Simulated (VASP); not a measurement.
# Au (P2_1/m) in VASP: notebook

Au is run at these levels: PBE; tasks: single point.

Program: VASP 6.6.1. These are calculated values, not measurements. Logs are shortened: lines on timing, memory, paths and dates and some standing lists are left out, and cuts for length are marked.

### Step 1. The cell of the first run

The typed cell holds 2 atoms: a = 2.917 Å, b = 2.917 Å, c = 4.890 Å, α = 90.00°, β = 90.00°, γ = 120.00°.

### Step 2. Single point, PBE (atoms displaced along a vibrational mode)

Input file INCAR:

```
SYSTEM = Au
ALGO = Normal
EDIFF = 1E-6
ENCUT = 500
GGA = PE
GGA_COMPAT = .FALSE.
ISIF = 2
ISMEAR = 0
LASPH = .TRUE.
LCHARG = .FALSE.
LREAL = .FALSE.
LWAVE = .FALSE.
NBANDS = 18
NELM = 120
PREC = Accurate
SIGMA = 0.15
```

Input file KPOINTS:

```
k-points
0
G
  18 18 10
  0 0 0
```

Input file POSCAR:

```
Au
1.0
    2.9169619367      0.0000000000      0.0000000000
   -1.4584809683      2.5261631390      0.0000000000
    0.0000000000      0.0000000000      4.8900308251
Au
2
Direct
    0.1774719188      0.4996149060      0.7500000000
    0.8225280812      0.5003850940      0.2500000000
```

Potentials or basis: VASP PAW PBE potentials, release 64 (Au).

Command:

```
$ cat potpaw_PBE.64/Au/POTCAR > POTCAR
$ mpirun -np 1 vasp_std > vasp.out
```

OUTCAR:

```text
SYSTEM = Au
   EDIFF = 1E-6
   ENCUT = 500
   GGA = PE
   ISIF = 2
   ISMEAR = 0
   LASPH = .TRUE.
   LREAL = .FALSE.
   NELM = 120
   PREC = Accurate

 ion  position               nearest neighbor table
   1  0.177  0.500  0.750-   2 2.66   2 2.66   2 3.08   2 3.08   2 3.54   2 3.54   2 3.54   2 3.54

   2  0.823  0.500  0.250-   1 2.66   1 2.66   1 3.08   1 3.08   1 3.54   1 3.54   1 3.54   1 3.54

  LATTYP: Found a hexagonal cell.
 ALAT       =     2.9169619367
 C/A-ratio  =     1.6764122848

  Lattice vectors:

 A1 = (   2.9169619367,   0.0000000000,   0.0000000000)
 A2 = (  -1.4584809683,   2.5261631390,   0.0000000000)
 A3 = (   0.0000000000,   0.0000000000,   4.8900308251)

Analysis of symmetry for initial positions (statically):
=====================================================================
 Subroutine PRICEL returns:
 Original cell was already a primitive cell.

 Routine SETGRP: Setting up the symmetry group for a
 hexagonal supercell.

 Subroutine GETGRP returns: Found  4 space group operations
 (whereof  2 operations were pure point group operations)
 out of a pool of 24 trial point group operations.

The static configuration has the point symmetry S_2 .
 The point group associated with its full space group is C_2h.

Analysis of symmetry for dynamics (positions and initial velocities):
=====================================================================
 Subroutine PRICEL returns:
 Original cell was already a primitive cell.

 Routine SETGRP: Setting up the symmetry group for a
 hexagonal supercell.

 Subroutine GETGRP returns: Found  4 space group operations
 (whereof  2 operations were pure point group operations)
 out of a pool of 24 trial point group operations.

The dynamic configuration has the point symmetry S_2 .
 The point group associated with its full space group is C_2h.

 Subroutine INISYM returns: Found  4 space group operations
 (whereof  2 operations are pure point group operations),
 and found     1 'primitive' translations

----------------------------------------------------------------------------------------

                                     Primitive cell

  volume of cell :      36.0333

  direct lattice vectors                    reciprocal lattice vectors
     2.916961937  0.000000000  0.000000000     0.342822437  0.197928626  0.000000000
    -1.458480968  2.526163139  0.000000000     0.000000000  0.395857253  0.000000000
     0.000000000  0.000000000  4.890030825     0.000000000  0.000000000  0.204497688

  length of vectors
     2.916961937  2.916961937  4.890030825     0.395857253  0.395857253  0.204497688

  position of ions in fractional coordinates (direct lattice)
     0.177471919  0.499614906  0.750000000
     0.822528081  0.500385094  0.250000000

  ion indices of the primitive-cell ions
   primitive index   ion index
                 1           1
                 2           2

----------------------------------------------------------------------------------------

 KPOINTS: k-points

Automatic generation of k-mesh.
 Grid dimensions read from file:
 generate k-points for:   18   18   10

 Generating k-lattice:

  Cartesian coordinates                     Fractional coordinates (reciprocal lattice)
     0.019045691  0.010996035  0.000000000     0.055555556  0.000000000  0.000000000
     0.000000000  0.021992070  0.000000000     0.000000000  0.055555556  0.000000000
     0.000000000  0.000000000  0.020449769     0.000000000  0.000000000  0.100000000

  Length of vectors
     0.021992070  0.021992070  0.020449769

  Shift w.r.t. Gamma in fractional coordinates (k-lattice)
     0.000000000  0.000000000  0.000000000

 Subroutine IBZKPT returns following result:
 ===========================================

 Found    984 irreducible k-points:

 Following reciprocal coordinates:
            Coordinates               Weight
  0.000000  0.000000  0.000000      1.000000
  0.055556 -0.000000  0.000000      2.000000
  0.000000  0.055556  0.000000      2.000000
 -0.055556  0.055556  0.000000      2.000000
  0.111111 -0.000000  0.000000      2.000000
  0.000000  0.111111  0.000000      2.000000
[... 16 lines left out ...]
  0.444444  0.000000  0.000000      2.000000
  0.000000  0.444444  0.000000      2.000000
 [... further k-points ...]
   k-points           NKPTS =    984   k-points in BZ     NKDIM =    984   number of bands    NBANDS=     18
   number of dos      NEDOS =    301   number of ions     NIONS =      2
   total plane-waves  NPLWV =  20736
   dimension x,y,z NGX =    24 NGY =   24 NGZ =   36
   dimension x,y,z NGXF=    48 NGYF=   48 NGZF=   72
   ions per type =               2
   NGX,Y,Z   is equivalent  to a cutoff of  13.68, 13.68, 12.24 a.u.
   NGXF,Y,Z  is equivalent  to a cutoff of  27.36, 27.36, 24.48 a.u.
 SYSTEM =  Au
   PREC   = accura    normal or accurate (medium, high low for compatibility)
   ISTART =      0    job   : 0-new  1-cont  2-samecut
   ICHARG =      2    charge: 1-file 2-atom 10-const
   ISPIN  =      1    spin polarized calculation?
   LNONCOLLINEAR =      F non collinear calculations
   LSORBIT =      F    spin-orbit coupling
   LASPH  =      T    aspherical Exc in radial PAW
   ENCUT  =  500.0 eV  36.75 Ry    6.06 a.u.   5.32  5.32  8.92*2*pi/ulx,y,z
   NELM   =    120;   NELMIN=  2; NELMDL= -5     # of ELM steps
   EDIFF  = 0.1E-05   stopping-criterion for ELM
   LREAL  =      F    real-space projection
   EDIFFG = 0.1E-04   stopping-criterion for IOM
   NSW    =      0    number of steps for IOM
   IBRION =     -1    ionic relax: 0-MD 1-quasi-New 2-CG
   NFREE  =      0    steps in history (QN), initial steepest desc. (CG)
   ISIF   =      2    stress and relaxation
   ISYM   =      2    0-nonsym 1-usesym 2-fastsym
   POTIM  = 0.5000    time-step for ionic-motion
   TEBEG  =    0.0;   TEEND  =   0.0 temperature during run
   PSTRESS=    0.0 pullay stress
   NELECT =      22.0000    total number of electrons
   NUPDOWN=      -1.0000    fix difference up-down
   EMIN   =  10.00;   EMAX   =-10.00  energy-range for DOS
   EFERMI =   0.00;   METHOD = LEGACY
   ISMEAR =     0;   SIGMA  =   0.15  broadening in eV -4-tet -1-fermi 0-gaus
   EFERMI_NEDOS =   21; number of points for ismear=-14 and -15
   IALGO  =     38    algorithm
   IMIX   =      4    mixing-type and parameters
     AMIX     =   0.40;   BMIX     =  1.00
     AMIX_MAG =   1.60;   BMIX_MAG =  1.00
  volume/ion in A,a.u.               =      18.02       121.58
  Fermi-wavevector in a.u.,A,eV,Ry     =   1.388826  2.624500 26.243426  1.928837
  Thomas-Fermi vector in A             =   2.512915
   LORBIT       =      0    0 simple, 1 ext, 2 COOP (PROOUT), +10 PAW based schemes
   GGA     = PE    functional components
   LHFCALC =     F    Hartree Fock is set to
   AEXX    =    0.0000 exact exchange contribution
   IVDW    =     0    specifies the selected vdW correction
   LEPSILON=     F    determine dielectric tensor
   LRPA    =     F    only Hartree local field effects (RPA)
 non-spin polarized calculation
 Gauss-broadening in eV      SIGMA  =   0.15
  energy-cutoff  :      500.00
  volume of cell :       36.03
 maximum number of plane-waves:       930
 NGX is ok and might be reduce to    24
   NGX = 11   NGY = 11   NGZ = 17

 number of electron      21.9999997 magnetization

 Free energy of the ion-electron system (eV)
  ---------------------------------------------------
  ext. energy  EPLUGINS =         0.00000000
  ---------------------------------------------------
  free energy    TOTEN  =        -6.24228622 eV

  energy without entropy =       -6.23255679  energy(sigma->0) =       -6.23742151

 E-fermi :   8.5683     XC(G=0): -12.3606

 val. band max:        8.5636883566   @ k =  -0.1667   0.5000   0.2000
 cond. band min:       8.5711235980   @ k =   0.5000  -0.0556  -0.3000
 fundamental gap:      0.0074352414
 Fermi energy:         8.5683448103

 k-point     1 :       0.0000    0.0000    0.0000
  band No.  band energies     occupation
      1      -0.7092      2.00000
      2       1.8265      2.00000
      3       3.0663      2.00000
      4       4.2204      2.00000
      5       4.5024      2.00000
      6       4.5756      2.00000
[... 10 lines left out ...]
     17      26.1304      0.00000
     18      27.9250      0.00000

 k-point     2 :       0.0556   -0.0000    0.0000
  band No.  band energies     occupation
      1      -0.6162      2.00000
      2       1.9087      2.00000
      3       3.0970      2.00000
      4       4.1938      2.00000
      5       4.5348      2.00000
      6       4.6048      2.00000
[... 10 lines left out ...]
     17      25.4991      0.00000
     18      27.7403      0.00000

 k-point     3 :       0.0000    0.0556    0.0000
  band No.  band energies     occupation
      1      -0.6212      2.00000
      2       1.8949      2.00000
      3       3.0920      2.00000
      4       4.2741      2.00000
      5       4.4744      2.00000
      6       4.5507      2.00000
[... 10 lines left out ...]
     17      25.7306      0.00000
     18      27.4383      0.00000

 k-point     4 :      -0.0556    0.0556    0.0000
  band No.  band energies     occupation
      1      -0.6162      2.00000
      2       1.9087      2.00000
      3       3.0970      2.00000
      4       4.1938      2.00000
      5       4.5358      2.00000
      6       4.6046      2.00000
[... 375 lines left out ...]
      4       3.1881      2.00000
      5       4.0486      2.00000
      6       4.7995      2.00000
[... 10 lines left out ...]
     17      21.0686      0.00000
     18      23.1106      0.00000

 k-point    23 :       0.4444    0.0000    0.0000
  band No.  band energies     occupation
      1       2.2548      2.00000
      2       2.7968      2.00000
      3       2.8886      2.00000
      4       3.2402      2.00000
      5       3.9797      2.00000
      6       4.8531      2.00000
[... 10 lines left out ...]
     17      20.4914      0.00000
     18      22.7065      0.00000

 k-point    24 :       0.0000    0.4444    0.0000
  band No.  band energies     occupation
      1       1.4859      2.00000
      2       2.1815      2.00000
      3       2.2797      2.00000
      4       4.0173      2.00000
      5       4.3101      2.00000
      6       5.8036      2.00000
[... 10 lines left out ...]
     17      22.3024      0.00000
     18      23.7597      0.00000

 [... further k-points ...]

------------------------ aborting loop because EDIFF is reached ----------------------------------------

  FORCE on cell =-STRESS in cart. coord.  units (eV):
  Direction    XX          YY          ZZ          XY          YZ          ZX
  --------------------------------------------------------------------------------------
  -------------------------------------------------------------------------------------
  Total        0.2554562     -0.2966212      3.1358738     -0.0008844      0.0000000      0.0000000
  in kB       11.3585585    -13.1889153    139.4329474     -0.0393221      0.0000000      0.0000000
  external PRESSURE =      45.8675302 kB  Pullay stress =       0.0000000 kB

 VOLUME and BASIS-vectors are now :
 -----------------------------------------------------------------------------
  energy-cutoff  :      500.00
  volume of cell :       36.03
      direct lattice vectors                 reciprocal lattice vectors
     2.916961937  0.000000000  0.000000000     0.342822437  0.197928626  0.000000000
    -1.458480968  2.526163139  0.000000000     0.000000000  0.395857253  0.000000000
     0.000000000  0.000000000  4.890030825     0.000000000  0.000000000  0.204497688

 POSITION                                       TOTAL-FORCE (eV/Angst)
 -----------------------------------------------------------------------------------
     -0.21100      1.26211      3.66752         0.743677     -0.001060     -0.000000
      1.66948      1.26405      1.22251        -0.743677      0.001060      0.000000
 -----------------------------------------------------------------------------------
    total drift:                                0.000000     -0.000000     -0.000000

  FREE ENERGIE OF THE ION-ELECTRON SYSTEM (eV)
  ---------------------------------------------------
  free  energy   TOTEN  =        -6.2422862213 eV

  energy  without entropy=       -6.2325567949  energy(sigma->0) =       -6.23742151
```

Run time: 2 min. Hardware: 1 thread of Intel Xeon 6975P-C (Granite Rapids), shared host; peak memory 0.56 GiB.

Results:

* Free energy: -6.2423 eV
* Pressure: 4.6 GPa
* Largest force: 0.744 eV/Å
* Band gap on the k mesh: zero (bands 11 and 12 overlap by 5.53 eV)

Forces on the atoms (eV/Å):
```
Au   0.744 -0.001  0.000
Au  -0.744  0.001  0.000
```

Stress tensor (GPa, compression positive):
```
 1.14  0.00  0.00
 0.00 -1.32  0.00
 0.00  0.00 13.94
```

Levels at points of the mesh, in eV from the Fermi level:
```
           k point  band 7  band 8  band 9  band 10  band 11  band 12  band 13  band 14  band 15  band 16
(0.00, 0.00, 0.00)   -3.94   -3.78   -3.37    -2.16    -2.04    -0.81     2.89    14.69    14.83    16.14
(0.50, 0.00, 0.00)   -3.32   -2.71   -1.83    -1.74     0.41     1.46     5.50     7.27     7.50    11.18
(0.00, 0.50, 0.00)   -2.36   -1.90   -1.69    -1.35    -1.14     1.96     4.60     4.73     8.21    11.15
(0.50, 0.50, 0.00)   -3.32   -2.70   -1.83    -1.74     0.42     1.45     5.50     7.27     7.51    11.18
(0.00, 0.00, 0.50)   -4.21   -4.21   -2.72    -2.72    -2.48    -2.48    10.24    10.24    15.37    15.37
(0.50, 0.00, 0.50)   -1.83   -1.83   -1.78    -1.78     0.50     0.50     3.74     3.74    11.73    11.73
(0.00, 0.50, 0.50)   -2.47   -2.47   -1.78    -1.78     2.27     2.27     2.30     2.30    12.17    12.17
(0.50, 0.50, 0.50)   -1.83   -1.83   -1.78    -1.78     0.50     0.50     3.74     3.74    11.74    11.74
```

Caveat: the cell differs from its parent crystal (atoms displaced along a vibrational mode); the cell stands under pressure; spin-orbit coupling is left out, which moves the levels of the heavy elements.

(Continued in part 2 of 2.)
